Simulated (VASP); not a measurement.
# Co (Fd-3m) in VASP: further runs

The runs below take Co through single point, with LDA.

Program: VASP 6.6.1. These are calculated values, not measurements. Logs are shortened: lines on timing, memory, paths and dates and some standing lists are left out, and cuts for length are marked.

## (1) The cell of the first run

The structure is cubic, space group Fd-3m (No. 227). The conventional cell has a = 4.794 Å, b = 4.794 Å, c = 4.794 Å, α = 90.00°, β = 90.00°, γ = 90.00°. Within 2.7 Å of Co (site symmetry -43m) lie 4 Co at 2.08 Å.

## (2) Single point, LDA, collinear spin, ferromagnetic start

Input file INCAR:

```
SYSTEM = Co
ALGO = Normal ; EDIFF = 1E-6
ENCUT = 520 ; GGA = CA
ISIF = 2 ; ISMEAR = -1
ISPIN = 2 ; LASPH = .True.
LCHARG = .True. ; LELF = .True.
LMAXMIX = 4 ; LORBIT = 11
LREAL = .False. ; LVHAR = .True.
LWAVE = .False. ; MAGMOM = 1.7 1.7
NBANDS = 20 ; NELM = 150
PREC = Accurate ; SIGMA = 0.1
```

Input file KPOINTS:

```
k-points
0
Gamma
  16 16 16
  0 0 0
```

Input file POSCAR:

```
Co
1.0
    0.0000000000      2.3967780520      2.3967780520
    2.3967780520      0.0000000000      2.3967780520
    2.3967780520      2.3967780520      0.0000000000
Co
2
Direct
   -0.1250000000     -0.1250000000     -0.1250000000
    0.1250000000      0.1250000000      0.1250000000
```

Potentials or basis: VASP PAW LDA potentials, release 64 (Co).

On the command line:

```console
> cat potpaw_LDA.64/Co/POTCAR > POTCAR
> mpirun -np 1 vasp_std > vasp.out
```

OUTCAR:

```text
SYSTEM = Co
   EDIFF = 1E-6
   ENCUT = 520
   GGA = CA
   ISIF = 2
   ISMEAR = -1
   ISPIN = 2
   LASPH = .True.
   LORBIT = 11
   LREAL = .False.
   NELM = 150
   PREC = Accurate

 ion  position               nearest neighbor table
   1  0.875  0.875  0.875-   2 2.08   2 2.08   2 2.08   2 2.08
   2  0.125  0.125  0.125-   1 2.08   1 2.08   1 2.08   1 2.08

  LATTYP: Found a face centered cubic cell.
 ALAT       =     4.7935561040

  Lattice vectors:

 A1 = (   0.0000000000,   2.3967780520,   2.3967780520)
 A2 = (   2.3967780520,   0.0000000000,   2.3967780520)
 A3 = (   2.3967780520,   2.3967780520,   0.0000000000)

Analysis of symmetry for initial positions (statically):
=====================================================================
 Subroutine PRICEL returns:
 Original cell was already a primitive cell.

 Routine SETGRP: Setting up the symmetry group for a
 face centered cubic supercell.

 Subroutine GETGRP returns: Found 48 space group operations
 (whereof 12 operations were pure point group operations)
 out of a pool of 48 trial point group operations.

The static configuration has the point symmetry D_3d.
 The point group associated with its full space group is O_h .

Analysis of symmetry for dynamics (positions and initial velocities):
=====================================================================
 Subroutine PRICEL returns:
 Original cell was already a primitive cell.

 Routine SETGRP: Setting up the symmetry group for a
 face centered cubic supercell.

 Subroutine GETGRP returns: Found 48 space group operations
 (whereof 12 operations were pure point group operations)
 out of a pool of 48 trial point group operations.

The dynamic configuration has the point symmetry D_3d.
 The point group associated with its full space group is O_h .

Analysis of structural, dynamic, and magnetic symmetry:
=====================================================================
 Subroutine PRICEL returns:
 Original cell was already a primitive cell.

 Routine SETGRP: Setting up the symmetry group for a
 face centered cubic supercell.

 Subroutine GETGRP returns: Found 48 space group operations
 (whereof 12 operations were pure point group operations)
 out of a pool of 48 trial point group operations.

The overall configuration has the point symmetry D_3d.
 The point group associated with its full space group is O_h .

 Subroutine INISYM returns: Found 48 space group operations
 (whereof 12 operations are pure point group operations),
 and found     1 'primitive' translations

----------------------------------------------------------------------------------------

                                     Primitive cell

  volume of cell :      27.5368

  direct lattice vectors                    reciprocal lattice vectors
     0.000000000  2.396778052  2.396778052    -0.208613392  0.208613392  0.208613392
     2.396778052  0.000000000  2.396778052     0.208613392 -0.208613392  0.208613392
     2.396778052  2.396778052  0.000000000     0.208613392  0.208613392 -0.208613392

  length of vectors
     3.389556027  3.389556027  3.389556027     0.361328995  0.361328995  0.361328995

  position of ions in fractional coordinates (direct lattice)
     0.875000000  0.875000000  0.875000000
     0.125000000  0.125000000  0.125000000

  ion indices of the primitive-cell ions
   primitive index   ion index
                 1           1
                 2           2

----------------------------------------------------------------------------------------

 KPOINTS: k-points

Automatic generation of k-mesh.
 Grid dimensions read from file:
 generate k-points for:   16   16   16

 Generating k-lattice:

  Cartesian coordinates                     Fractional coordinates (reciprocal lattice)
    -0.013038337  0.013038337  0.013038337     0.062500000  0.000000000  0.000000000
     0.013038337 -0.013038337  0.013038337     0.000000000  0.062500000  0.000000000
     0.013038337  0.013038337 -0.013038337     0.000000000  0.000000000  0.062500000

  Length of vectors
     0.022583062  0.022583062  0.022583062

  Shift w.r.t. Gamma in fractional coordinates (k-lattice)
     0.000000000  0.000000000  0.000000000

 Subroutine IBZKPT returns following result:
 ===========================================

 Found    145 irreducible k-points:

 Following reciprocal coordinates:
            Coordinates               Weight
  0.000000  0.000000  0.000000      1.000000
  0.062500  0.000000  0.000000      8.000000
  0.125000  0.000000  0.000000      8.000000
  0.187500  0.000000  0.000000      8.000000
  0.250000  0.000000  0.000000      8.000000
  0.312500  0.000000  0.000000      8.000000
[... 16 lines left out ...]
 -0.125000  0.062500  0.000000     24.000000
 -0.062500  0.062500  0.000000     12.000000
 [... further k-points ...]
   k-points           NKPTS =    145   k-points in BZ     NKDIM =    145   number of bands    NBANDS=     20
   number of dos      NEDOS =    301   number of ions     NIONS =      2
   total plane-waves  NPLWV =  21952
   dimension x,y,z NGX =    28 NGY =   28 NGZ =   28
   dimension x,y,z NGXF=    56 NGYF=   56 NGZF=   56
   ions per type =               2
   NGX,Y,Z   is equivalent  to a cutoff of  13.73, 13.73, 13.73 a.u.
   NGXF,Y,Z  is equivalent  to a cutoff of  27.47, 27.47, 27.47 a.u.
 SYSTEM =  Co
   PREC   = accura    normal or accurate (medium, high low for compatibility)
   ISTART =      0    job   : 0-new  1-cont  2-samecut
   ICHARG =      2    charge: 1-file 2-atom 10-const
   ISPIN  =      2    spin polarized calculation?
   LNONCOLLINEAR =      F non collinear calculations
   LSORBIT =      F    spin-orbit coupling
   LASPH  =      T    aspherical Exc in radial PAW
   ENCUT  =  520.0 eV  38.22 Ry    6.18 a.u.   6.30  6.30  6.30*2*pi/ulx,y,z
   NELM   =    150;   NELMIN=  2; NELMDL= -5     # of ELM steps
   EDIFF  = 0.1E-05   stopping-criterion for ELM
   LREAL  =      F    real-space projection
   EDIFFG = 0.1E-04   stopping-criterion for IOM
   NSW    =      0    number of steps for IOM
   IBRION =     -1    ionic relax: 0-MD 1-quasi-New 2-CG
   NFREE  =      0    steps in history (QN), initial steepest desc. (CG)
   ISIF   =      2    stress and relaxation
   ISYM   =      2    0-nonsym 1-usesym 2-fastsym
   POTIM  = 0.5000    time-step for ionic-motion
   TEBEG  =    0.0;   TEEND  =   0.0 temperature during run
   PSTRESS=    0.0 pullay stress
   NELECT =      18.0000    total number of electrons
   NUPDOWN=      -1.0000    fix difference up-down
   EMIN   =  10.00;   EMAX   =-10.00  energy-range for DOS
   EFERMI =   0.00;   METHOD = LEGACY
   ISMEAR =    -1;   SIGMA  =   0.10  broadening in eV -4-tet -1-fermi 0-gaus
   EFERMI_NEDOS =   21; number of points for ismear=-14 and -15
   IALGO  =     38    algorithm
   IMIX   =      4    mixing-type and parameters
     AMIX     =   0.40;   BMIX     =  1.00
     AMIX_MAG =   1.60;   BMIX_MAG =  1.00
  volume/ion in A,a.u.               =      13.77        92.91
  Fermi-wavevector in a.u.,A,eV,Ry     =   1.420783  2.684891 27.465064  2.018625
  Thomas-Fermi vector in A             =   2.541662
   LORBIT       =     11    0 simple, 1 ext, 2 COOP (PROOUT), +10 PAW based schemes
   GGA     = CA    functional components
   LHFCALC =     F    Hartree Fock is set to
   AEXX    =    0.0000 exact exchange contribution
   IVDW    =     0    specifies the selected vdW correction
   LEPSILON=     F    determine dielectric tensor
   LRPA    =     F    only Hartree local field effects (RPA)
 spin polarized calculation
  energy-cutoff  :      520.00
  volume of cell :       27.54
 maximum number of plane-waves:       754
 NGX is ok and might be reduce to    28
   NGX = 13   NGY = 13   NGZ = 13

 number of electron      18.0000008 magnetization       0.0001194

 Free energy of the ion-electron system (eV)
  ---------------------------------------------------
  ext. energy  EPLUGINS =         0.00000000
  ---------------------------------------------------
  free energy    TOTEN  =       -13.63176792 eV

  energy without entropy =      -13.50419878  energy(sigma->0) =      -13.56798335

 E-fermi :   6.9401     XC(G=0): -12.0834

 val. band max:        6.9352588998   @ k =   0.4375   0.1250   0.0625
 cond. band min:       6.9419827159   @ k =  -0.3750   0.1250   0.0000
 fundamental gap:      0.0067238160
 Fermi energy:         6.9400841985

 spin component 1

 k-point     1 :       0.0000    0.0000    0.0000
  band No.  band energies     occupation
      1      -0.3331      1.00000
      2       3.5780      1.00000
      3       3.5780      1.00000
      4       3.7945      1.00000
      5       3.7945      1.00000
      6       3.7945      1.00000
[... 12 lines left out ...]
     19      23.9951      0.00000
     20      25.5584      0.00000
[... 507 lines left out ...]
 k-point    24 :      -0.0625    0.0625    0.0000
  band No.  band energies     occupation
      1      -0.1150      1.00000
      2       3.4038      1.00000
      3       3.5388      1.00000
      4       3.8092      1.00000
      5       3.8961      1.00000
      6       4.0084      1.00000
[... 12 lines left out ...]
     19      24.2903      0.00000
     20      25.5158      0.00000

 [... further k-points ...]

 spin component 2

 k-point     1 :       0.0000    0.0000    0.0000
  band No.  band energies     occupation
      1      -0.3330      1.00000
      2       3.5780      1.00000
      3       3.5780      1.00000
      4       3.7946      1.00000
      5       3.7946      1.00000
      6       3.7946      1.00000
[... 12 lines left out ...]
     19      23.9953      0.00000
     20      25.5585      0.00000
[... 507 lines left out ...]
 k-point    24 :      -0.0625    0.0625    0.0000
  band No.  band energies     occupation
      1      -0.1150      1.00000
      2       3.4038      1.00000
      3       3.5388      1.00000
      4       3.8092      1.00000
      5       3.8961      1.00000
      6       4.0084      1.00000
[... 12 lines left out ...]
     19      24.2904      0.00000
     20      25.5159      0.00000

 [... further k-points ...]
[... 5 lines left out ...]
  --------------------------------------------------------------------------------------
  -------------------------------------------------------------------------------------
  Total       -0.2965016     -0.2965016     -0.2965016      0.0000000      0.0000000      0.0000000
  in kB      -17.2513957    -17.2513957    -17.2513957      0.0000000      0.0000000      0.0000000
  external PRESSURE =     -17.2513957 kB  Pullay stress =       0.0000000 kB

 VOLUME and BASIS-vectors are now :
 -----------------------------------------------------------------------------
  energy-cutoff  :      520.00
  volume of cell :       27.54
      direct lattice vectors                 reciprocal lattice vectors
     0.000000000  2.396778052  2.396778052    -0.208613392  0.208613392  0.208613392
     2.396778052  0.000000000  2.396778052     0.208613392 -0.208613392  0.208613392
     2.396778052  2.396778052  0.000000000     0.208613392  0.208613392 -0.208613392

 POSITION                                       TOTAL-FORCE (eV/Angst)
 -----------------------------------------------------------------------------------
      4.19436      4.19436      4.19436         0.000000      0.000000      0.000000
      0.59919      0.59919      0.59919        -0.000000      0.000000     -0.000000
 -----------------------------------------------------------------------------------
    total drift:                                0.000000      0.000000     -0.000000

  FREE ENERGIE OF THE ION-ELECTRON SYSTEM (eV)
  ---------------------------------------------------
  free  energy   TOTEN  =       -13.6317679249 eV

  energy  without entropy=      -13.5041987763  energy(sigma->0) =      -13.56798335

 total charge

# of ion       s       p       d       tot
------------------------------------------
    1        0.584   0.457   7.426   8.466
    2        0.584   0.457   7.426   8.466
--------------------------------------------------
tot          1.168   0.913  14.851  16.932

 magnetization (x)

# of ion       s       p       d       tot
------------------------------------------
    1       -0.000   0.000   0.000   0.000
    2       -0.000   0.000   0.000   0.000
--------------------------------------------------
tot         -0.000   0.000   0.000   0.000
```

Wall time 94 s (1 thread of Intel Xeon 6975P-C (Granite Rapids), shared host); peak memory 0.22 GiB.

Results:

| Quantity | Value |
| --- | --- |
| Free energy | -13.6318 eV |
| Pressure | -1.7 GPa |
| Band gap on the k mesh | zero (filled and empty bands overlap) |
| Net moment | 0.00 μB per cell |
| Valence electrons inside the program's atomic spheres | Co 8.47 |

Caveat: the starting moments collapsed, and a magnetic state may lie lower.

## (3) Single point, LDA, collinear spin, ferromagnetic start

Input file INCAR:

```
ALGO = Normal ; EDIFF = 1E-6
ENCUT = 520 ; GGA = CA
ISIF = 2 ; ISMEAR = -1
ISPIN = 2 ; LASPH = True
LCHARG = True ; LELF = True
LMAXMIX = 4 ; LORBIT = 11
LREAL = False ; LVHAR = True
LWAVE = False ; MAGMOM = 1.7 1.7
NBANDS = 20 ; NELM = 150
PREC = Accurate ; SIGMA = 0.1
```

Input file KPOINTS:

```
k-points
0
Gamma
  16 16 16
```

POSCAR is that of step 2.

Potentials or basis: VASP PAW LDA potentials, release 64 (Co).

On the command line:

```console
> cat potpaw_LDA.64/Co/POTCAR > POTCAR
> mpirun -np 1 vasp_std > vasp.out
```

Run time: 89 s. Hardware: 1 thread of Intel Xeon 6975P-C (Granite Rapids), shared host; peak memory 0.23 GiB.

It converged, with:

| Item | Value |
| --- | --- |
| Free energy | -13.6318 eV |
| Pressure | -1.7 GPa |
| Band gap on the k mesh | zero (filled and empty bands overlap) |
| Net moment | 0.00 μB per cell |
| Valence electrons inside the program's atomic spheres | Co 8.47 |

Levels at points of the mesh, in eV from the Fermi level:
Spin up:
| k point | band 6 | band 7 | band 8 | band 9 | band 10 | band 11 | band 12 | band 13 |
| --- | --- | --- | --- | --- | --- | --- | --- | --- |
| (0.00, 0.00, 0.00) | -3.15 | -1.17 | -1.17 | -1.17 | 0.35 | 0.35 | 14.08 | 14.08 |
| (0.50, 0.00, 0.00) | -3.16 | -1.60 | -0.63 | -0.63 | 0.10 | 0.10 | 1.64 | 10.32 |
| (0.50, 0.50, 0.00) | -2.10 | -1.47 | -1.47 | 0.28 | 0.28 | 2.03 | 2.03 | 5.11 |
Spin down:
```tsv
k point	band 6	band 7	band 8	band 9	band 10	band 11	band 12	band 13
(0.00, 0.00, 0.00)	-3.15	-1.17	-1.17	-1.17	0.35	0.35	14.08	14.08
(0.50, 0.00, 0.00)	-3.16	-1.60	-0.63	-0.63	0.10	0.10	1.64	10.32
(0.50, 0.50, 0.00)	-2.10	-1.47	-1.47	0.28	0.28	2.03	2.03	5.11
```

Caveat: the starting moments collapsed, and a magnetic state may lie lower.

## (4) Single point, LDA, collinear spin, ferromagnetic start (volume scaled by 0.75)

Input file INCAR:

```
  ALGO = Normal
  EDIFF = 1E-6
  ENCUT = 520
  ISIF = 2
  ISMEAR = -1
  ISPIN = 2
  LASPH = True
  LCHARG = False
  LMAXMIX = 4
  LORBIT = 11
  LREAL = False
  LWAVE = False
  MAGMOM = 1.7 1.7
  NBANDS = 20
  NELM = 150
  PREC = Accurate
  SIGMA = 0.1
```

KPOINTS is that of step 3.

Input file POSCAR:

```
Co
1.0
    0.0000000000      2.1776173774      2.1776173774
    2.1776173774      0.0000000000      2.1776173774
    2.1776173774      2.1776173774      0.0000000000
Co
2
Direct
   -0.1250000000     -0.1250000000     -0.1250000000
    0.1250000000      0.1250000000      0.1250000000
```

On the command line:

```console
> cat potpaw_LDA.64/Co/POTCAR > POTCAR
> mpirun -np 1 vasp_std > vasp.out
```

Wall time 57 s (1 thread of Intel Xeon Platinum 8375C at 2.90GHz (Ice Lake), shared host); peak memory 0.19 GiB.

The run converged. Its results:

| Item | Value |
| --- | --- |
| Free energy | -12.3321 eV |
| Pressure | 80.7 GPa |
| Band gap on the k mesh | zero (filled and empty bands overlap) |
| Net moment | 0.00 μB per cell |

Levels at points of the mesh, in eV from the Fermi level:
Spin up:
| k point | band 5 | band 6 | band 7 | band 8 | band 9 | band 10 | band 11 | band 12 | band 13 | band 14 |
| --- | --- | --- | --- | --- | --- | --- | --- | --- | --- | --- |
| (0.00, 0.00, 0.00) | -4.41 | -4.41 | -1.73 | -1.73 | -1.73 | 0.59 | 0.59 | 16.93 | 16.93 | 16.93 |
| (0.50, 0.00, 0.00) | -4.51 | -4.51 | -2.16 | -0.87 | -0.87 | 0.18 | 0.18 | 2.44 | 13.09 | 13.09 |
| (0.50, 0.50, 0.00) | -2.46 | -2.46 | -2.22 | -2.22 | 0.44 | 0.44 | 2.68 | 2.68 | 6.00 | 6.00 |
Spin down:
```tsv
k point	band 7	band 8	band 9	band 10	band 11	band 12
(0.00, 0.00, 0.00)	-1.73	-1.73	-1.73	0.59	0.59	16.93
(0.50, 0.00, 0.00)	-2.16	-0.87	-0.87	0.18	0.18	2.44
(0.50, 0.50, 0.00)	-2.22	-2.22	0.44	0.44	2.68	2.68
```

Caveat: the starting moments collapsed, and a magnetic state may lie lower.

(Part 1 of 2 ends here.)
